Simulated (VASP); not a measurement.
# C in VASP: further runs

C is run at these levels: PBEsol+D3(BJ); tasks: single point.

Program: VASP 6.6.1. These are calculated values, not measurements. Logs are shortened: lines on timing, memory, paths and dates and some standing lists are left out, and cuts for length are marked.

## 1. The cell of the first run

The structure is orthorhombic, space group Cmme (No. 67). Conventional cell: a = 2.456 Å, b = 4.254 Å, c = 7.173 Å, α = 90.00°, β = 90.00°, γ = 90.00°. Within 1.9 Å of C (site symmetry m) lie 3 C at 1.42 Å.

## 2. Single point, PBEsol+D3(BJ)

File INCAR:

```
SYSTEM = C
PREC = Accurate
ENCUT = 520
EDIFF = 1E-6
ISMEAR = 1
SIGMA = 0.15
LREAL = .False.
LASPH = .True.
NELM = 80
ALGO = Normal
ISIF = 2
LWAVE = .False.
LCHARG = .True.
GGA = PS
IVDW = 12
LELF = .True.
LVHAR = .True.
NBANDS = 16
```

File KPOINTS:

```
Automatic mesh
0
Gamma
  10 10 3
  0 0 0
```

File POSCAR:

```
C
1.0
    1.2280480000     -2.1270620000      0.0000000000
    1.2280480000      2.1270620000      0.0000000000
    0.0000000000      0.0000000000      7.1732680000
C
4
Direct
    0.0833790000      0.9166210000      0.7531380000
    0.5833790000      0.4166210000      0.2468620000
    0.9166210000      0.0833790000      0.2468620000
    0.4166210000      0.5833790000      0.7531380000
```

Potentials or basis: VASP PAW PBE potentials, release 64 (C).

Run with:

```sh
cat potpaw_PBE.64/C/POTCAR > POTCAR
mpirun -np 1 vasp_std > vasp.out
```

OUTCAR:

```text
SYSTEM = C
   PREC = Accurate
   ENCUT = 520
   EDIFF = 1E-6
   ISMEAR = 1
   LREAL = .False.
   LASPH = .True.
   NELM = 80
   ISIF = 2
   GGA = PS
   IVDW = 12
 IVDW          = 12

 ion  position               nearest neighbor table
   1  0.083  0.917  0.753-   4 1.42   4 1.42   4 1.42
   2  0.583  0.417  0.247-   3 1.42   3 1.42   3 1.42
   3  0.917  0.083  0.247-   2 1.42   2 1.42   2 1.42
   4  0.417  0.583  0.753-   1 1.42   1 1.42   1 1.42

  LATTYP: Found a hexagonal cell.
 ALAT       =     2.4561137274
 C/A-ratio  =     2.9205764863

  Lattice vectors:

 A1 = (   1.2280480000,  -2.1270620000,   0.0000000000)
 A2 = (   1.2280480000,   2.1270620000,   0.0000000000)
 A3 = (   0.0000000000,   0.0000000000,   7.1732680000)

Analysis of symmetry for initial positions (statically):
=====================================================================
 Subroutine PRICEL returns:
 Original cell was already a primitive cell.

 Routine SETGRP: Setting up the symmetry group for a
 hexagonal supercell.

 Subroutine GETGRP returns: Found  8 space group operations
 (whereof  4 operations were pure point group operations)
 out of a pool of 24 trial point group operations.

The static configuration has the point symmetry C_2h.
 The point group associated with its full space group is D_2h.

Analysis of symmetry for dynamics (positions and initial velocities):
=====================================================================
 Subroutine PRICEL returns:
 Original cell was already a primitive cell.

 Routine SETGRP: Setting up the symmetry group for a
 hexagonal supercell.

 Subroutine GETGRP returns: Found  8 space group operations
 (whereof  4 operations were pure point group operations)
 out of a pool of 24 trial point group operations.

The dynamic configuration has the point symmetry C_2h.
 The point group associated with its full space group is D_2h.

 Subroutine INISYM returns: Found  8 space group operations
 (whereof  4 operations are pure point group operations),
 and found     1 'primitive' translations

----------------------------------------------------------------------------------------

                                     Primitive cell

  volume of cell :      37.4751

  direct lattice vectors                    reciprocal lattice vectors
     1.228048000 -2.127062000  0.000000000     0.407150209 -0.235066021  0.000000000
     1.228048000  2.127062000  0.000000000     0.407150209  0.235066021  0.000000000
     0.000000000  0.000000000  7.173268000     0.000000000  0.000000000  0.139406474

  length of vectors
     2.456113727  2.456113727  7.173268000     0.470135435  0.470135435  0.139406474

  position of ions in fractional coordinates (direct lattice)
     0.083379000  0.916621000  0.753138000
     0.583379000  0.416621000  0.246862000
     0.916621000  0.083379000  0.246862000
     0.416621000  0.583379000  0.753138000

  ion indices of the primitive-cell ions
   primitive index   ion index
                 1           1
                 2           2
                 3           3
                 4           4

----------------------------------------------------------------------------------------

 KPOINTS: Automatic mesh

Automatic generation of k-mesh.
 Grid dimensions read from file:
 generate k-points for:   10   10    3

 Generating k-lattice:

  Cartesian coordinates                     Fractional coordinates (reciprocal lattice)
     0.040715021 -0.023506602  0.000000000     0.100000000  0.000000000  0.000000000
     0.040715021  0.023506602  0.000000000     0.000000000  0.100000000  0.000000000
     0.000000000  0.000000000  0.046468825     0.000000000  0.000000000  0.333333333

  Length of vectors
     0.047013543  0.047013543  0.046468825

  Shift w.r.t. Gamma in fractional coordinates (k-lattice)
     0.000000000  0.000000000  0.000000000

 Subroutine IBZKPT returns following result:
 ===========================================

 Found     62 irreducible k-points:

 Following reciprocal coordinates:
            Coordinates               Weight
  0.000000  0.000000  0.000000      1.000000
  0.100000 -0.000000  0.000000      4.000000
 -0.100000  0.100000  0.000000      2.000000
  0.200000 -0.000000  0.000000      4.000000
 -0.200000  0.200000  0.000000      2.000000
  0.300000 -0.000000  0.000000      4.000000
[... 16 lines left out ...]
  0.200000  0.200000  0.000000      2.000000
 -0.200000  0.400000  0.000000      4.000000
 [... further k-points ...]
   k-points           NKPTS =     62   k-points in BZ     NKDIM =     62   number of bands    NBANDS=     16
   number of dos      NEDOS =    301   number of ions     NIONS =      4
   total plane-waves  NPLWV =  17496
   dimension x,y,z NGX =    18 NGY =   18 NGZ =   54
   dimension x,y,z NGXF=    36 NGYF=   36 NGZF=  108
   ions per type =               4
   NGX,Y,Z   is equivalent  to a cutoff of  12.18, 12.18, 12.51 a.u.
   NGXF,Y,Z  is equivalent  to a cutoff of  24.37, 24.37, 25.03 a.u.
 SYSTEM =  C
   PREC   = accura    normal or accurate (medium, high low for compatibility)
   ISTART =      0    job   : 0-new  1-cont  2-samecut
   ICHARG =      2    charge: 1-file 2-atom 10-const
   ISPIN  =      1    spin polarized calculation?
   LNONCOLLINEAR =      F non collinear calculations
   LSORBIT =      F    spin-orbit coupling
   LASPH  =      T    aspherical Exc in radial PAW
   ENCUT  =  520.0 eV  38.22 Ry    6.18 a.u.   4.57  4.57 13.34*2*pi/ulx,y,z
   NELM   =     80;   NELMIN=  2; NELMDL= -5     # of ELM steps
   EDIFF  = 0.1E-05   stopping-criterion for ELM
   LREAL  =      F    real-space projection
   EDIFFG = 0.1E-04   stopping-criterion for IOM
   NSW    =      0    number of steps for IOM
   IBRION =     -1    ionic relax: 0-MD 1-quasi-New 2-CG
   NFREE  =      0    steps in history (QN), initial steepest desc. (CG)
   ISIF   =      2    stress and relaxation
   ISYM   =      2    0-nonsym 1-usesym 2-fastsym
   POTIM  = 0.5000    time-step for ionic-motion
   TEBEG  =    0.0;   TEEND  =   0.0 temperature during run
   PSTRESS=    0.0 pullay stress
   NELECT =      16.0000    total number of electrons
   NUPDOWN=      -1.0000    fix difference up-down
   EMIN   =  10.00;   EMAX   =-10.00  energy-range for DOS
   EFERMI =   0.00;   METHOD = LEGACY
   ISMEAR =     1;   SIGMA  =   0.15  broadening in eV -4-tet -1-fermi 0-gaus
   EFERMI_NEDOS =   21; number of points for ismear=-14 and -15
   IALGO  =     38    algorithm
   IMIX   =      4    mixing-type and parameters
     AMIX     =   0.40;   BMIX     =  1.00
     AMIX_MAG =   1.60;   BMIX_MAG =  1.00
  volume/ion in A,a.u.               =       9.37        63.22
  Fermi-wavevector in a.u.,A,eV,Ry     =   1.232728  2.329518 20.675667  1.519619
  Thomas-Fermi vector in A             =   2.367487
   LORBIT       =      0    0 simple, 1 ext, 2 COOP (PROOUT), +10 PAW based schemes
   GGA     = PS    functional components
   LHFCALC =     F    Hartree Fock is set to
   AEXX    =    0.0000 exact exchange contribution
   IVDW    =    12    specifies the selected vdW correction
   LEPSILON=     F    determine dielectric tensor
   LRPA    =     F    only Hartree local field effects (RPA)
 non-spin polarized calculation
 Methfessel and Paxton  Order N= 1 SIGMA  =   0.15
  energy-cutoff  :      520.00
  volume of cell :       37.48
 maximum number of plane-waves:      1029
   NGX =  9   NGY =  9   NGZ = 27

 number of electron      15.9999996 magnetization

 Free energy of the ion-electron system (eV)
  ---------------------------------------------------
  ext. energy  EPLUGINS =         0.00000000
  ---------------------------------------------------
  free energy    TOTEN  =       -38.58385108 eV

  energy without entropy =      -38.58414151  energy(sigma->0) =      -38.58394789

 E-fermi :   3.5710     XC(G=0): -10.0938

 val. band max:        3.4634282125   @ k =  -0.3000  -0.4000   0.0000
 cond. band min:       4.7101610204   @ k =   0.3000   0.3000   0.0000
 fundamental gap:      1.2467328078
 Fermi energy:         3.5709875659

 k-point     1 :       0.0000    0.0000    0.0000
  band No.  band energies     occupation
      1     -15.5510      2.00000
      2     -15.3700      2.00000
      3      -4.2920      2.00000
      4      -2.8759      2.00000
      5       1.1103      2.00000
      6       1.1163      2.00000
[... 8 lines left out ...]
     15      15.6736      0.00000
     16      15.7559      0.00000

 k-point     2 :       0.1000   -0.0000    0.0000
  band No.  band energies     occupation
      1     -15.3116      2.00000
      2     -15.1335      2.00000
      3      -4.0004      2.00000
      4      -2.5989      2.00000
      5       0.1892      2.00000
      6       0.2110      2.00000
[... 8 lines left out ...]
     15      14.8187      0.00000
     16      14.9770      0.00000

 k-point     3 :      -0.1000    0.1000    0.0000
  band No.  band energies     occupation
      1     -15.3116      2.00000
      2     -15.1336      2.00000
      3      -4.0008      2.00000
      4      -2.5983      2.00000
      5       0.1840      2.00000
      6       0.2011      2.00000
[... 8 lines left out ...]
     15      14.8940      0.00000
     16      14.9012      0.00000

 k-point     4 :       0.2000   -0.0000    0.0000
  band No.  band energies     occupation
      1     -14.5971      2.00000
      2     -14.4275      2.00000
      3      -3.1351      2.00000
      4      -2.0159      2.00000
      5      -1.9722      2.00000
      6      -1.7811      2.00000
[... 8 lines left out ...]
     15      16.0327      0.00000
     16      16.0334      0.00000
[... 324 lines left out ...]
 k-point    22 :       0.5000    0.4000    0.0000
  band No.  band energies     occupation
      1     -10.7259      2.00000
      2     -10.5959      2.00000
      3      -8.3237      2.00000
      4      -8.2261      2.00000
      5      -3.0183      2.00000
      6      -2.9787      2.00000
[... 8 lines left out ...]
     15      16.4975      0.00000
     16      19.4062      0.00000

 k-point    23 :       0.2000    0.2000    0.0000
  band No.  band energies     occupation
      1     -12.7257      2.00000
      2     -12.5781      2.00000
      3      -4.8247      2.00000
      4      -4.7549      2.00000
      5      -3.4203      2.00000
      6      -3.3715      2.00000
[... 8 lines left out ...]
     15      16.1932      0.00000
     16      16.4352      0.00000

 k-point    24 :      -0.2000    0.4000    0.0000
  band No.  band energies     occupation
      1     -12.7264      2.00000
      2     -12.5779      2.00000
      3      -4.7955      2.00000
      4      -4.7953      2.00000
      5      -3.3908      2.00000
      6      -3.3887      2.00000
[... 8 lines left out ...]
     15      16.2916      0.00000
     16      16.3683      0.00000

 [... further k-points ...]

------------------------ aborting loop because EDIFF is reached ----------------------------------------

 Edisp (eV)   -0.41124

 E8    (eV) :    -0.1996

  FORCE on cell =-STRESS in cart. coord.  units (eV):
  Direction    XX          YY          ZZ          XY          YZ          ZX
  --------------------------------------------------------------------------------------
  -------------------------------------------------------------------------------------
  Total       0.51303     0.45695    -0.37166     0.00000     0.00000     0.00000
  in kB      21.93383    19.53615   -15.88958     0.00000     0.00000     0.00000
  external pressure =        8.53 kB  Pullay stress =        0.00 kB

 VOLUME and BASIS-vectors are now :
 -----------------------------------------------------------------------------
  energy-cutoff  :      520.00
  volume of cell :       37.48
      direct lattice vectors                 reciprocal lattice vectors
     1.228048000 -2.127062000  0.000000000     0.407150209 -0.235066021  0.000000000
     1.228048000  2.127062000  0.000000000     0.407150209  0.235066021  0.000000000
     0.000000000  0.000000000  7.173268000     0.000000000  0.000000000  0.139406474

 POSITION                                       TOTAL-FORCE (eV/Angst)
 -----------------------------------------------------------------------------------
      1.22805      1.77236      5.40246         0.000000      0.015960     -0.005391
      1.22805     -0.35470      1.77081         0.000000      0.015960      0.005391
      1.22805     -1.77236      1.77081         0.000000     -0.015960      0.005391
      1.22805      0.35470      5.40246         0.000000     -0.015960     -0.005391
 -----------------------------------------------------------------------------------
    total drift:                                0.000000     -0.000000      0.000000

  FREE ENERGIE OF THE ION-ELECTRON SYSTEM (eV)
  ---------------------------------------------------
  free  energy   TOTEN  =       -38.9950876204 eV

  energy  without entropy=      -38.9953780460  energy(sigma->0) =      -38.99518443
```

Run time: 55 s. Hardware: 1 thread of AMD EPYC 7R13, shared host; peak memory 0.14 GiB.

Results:

```yaml
Free_energy: -38.9951 eV
Pressure: 0.9 GPa
Largest_force: 0.017 eV/Å
Band_gap_on_the_k_mesh: 1.25 eV
Dispersion_energy_per_atom: -0.103 eV
```

Forces on the atoms (eV/Å):
```
C    0.000  0.016 -0.005
C    0.000  0.016  0.005
C    0.000 -0.016  0.005
C    0.000 -0.016 -0.005
```

Stress tensor (GPa, compression positive):
```
 2.19  0.00  0.00
 0.00  1.95  0.00
 0.00  0.00 -1.59
```

Levels at points of the mesh, in eV from the valence-band top:
```csv
k point,band 4,band 5,band 6,band 7,band 8,band 9,band 10,band 11,band 12,band 13
"(0.00, 0.00, 0.00)",-6.34,-2.35,-2.35,-2.35,-2.33,4.20,8.98,9.02,9.04,9.04
"(0.50, 0.00, 0.00)",-12.65,-5.78,-5.78,-1.80,-1.80,2.40,2.40,8.11,8.11,11.52
"(0.50, 0.50, 0.00)",-12.61,-5.79,-5.76,-2.21,-1.23,1.73,2.90,7.99,8.24,11.42
```

Caveat: three body term missing; the PAW data sets were made with another functional, which shifts forces and pressure a little. A k mesh can miss the band edges.

[end of part 1 of 2]
